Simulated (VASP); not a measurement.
A run of VASP 6.6.1 is set up as follows.

POSCAR

```
Ge
1.0
    0.0000000000      2.8481044220      2.8481044220
    2.8481044220      0.0000000000      2.8481044220
    2.8481044220      2.8481044220      0.0000000000
Ge
2
Direct
    0.7500000000      0.7500000000      0.7500000000
    0.5000000000      0.5000000000      0.5000000000
```

File INCAR.step1:

```
PREC     = Accurate       # precision mode
ENCUT    = 520            # plane-wave cutoff, eV
EDIFF    = 1E-5           # SCF threshold, eV
ISMEAR   = -1             # smearing method
SIGMA    = 0.05           # smearing width, eV
LREAL    = F              # projectors in reciprocal space
LASPH    = T              # aspherical terms in the spheres
NELM     = 100            # most SCF steps
ALGO     = Normal         # electronic algorithm
ISIF     = 2              # what is computed and relaxed
LWAVE    = T              # write WAVECAR
LCHARG   = F              # write CHGCAR
NBANDS   = 21             # bands
GGA      = PE             # functional
```

File INCAR.step2:

```
PREC     = Accurate       # precision mode
ENCUT    = 520            # plane-wave cutoff, eV
EDIFF    = 1E-6           # SCF threshold, eV
ISMEAR   = -1             # smearing method
SIGMA    = 0.05           # smearing width, eV
LREAL    = F              # projectors in reciprocal space
LASPH    = T              # aspherical terms in the spheres
NELM     = 100            # most SCF steps
ALGO     = Normal         # electronic algorithm
ISIF     = 2              # what is computed and relaxed
LWAVE    = F              # write WAVECAR
LCHARG   = F              # write CHGCAR
GGA      = PE             # functional
LHFCALC  = T              # exact exchange
AEXX     = 0.25           # exact-exchange fraction
HFSCREEN = 0.3            # screening, 1/A
PRECFOCK = Normal       
NBANDS   = 21             # bands
ISTART   = 1
```

Contents of KPOINTS:

```
regular mesh
0
Gamma
  4 4 4
```

Potentials or basis: VASP PAW PBE potentials, release 64 (Ge_d).

The run is started by

```console
$ cat potpaw_PBE.64/Ge_d/POTCAR > POTCAR
$ cp INCAR.step1 INCAR
$ mpirun -np 1 vasp_std > vasp.out
$ cp INCAR.step2 INCAR
$ mpirun -np 1 vasp_std > vasp.out
```

Task: Predict the pressure.

Result: 0.0 GPa.

Task: What does it give for the band gap on the k mesh?

Result: 0.58 eV.

Caveat: the k points lie up to 0.48 Å⁻¹ apart; the PAW data sets were made with another functional, which shifts forces and pressure a little. A k mesh can miss the band edges.
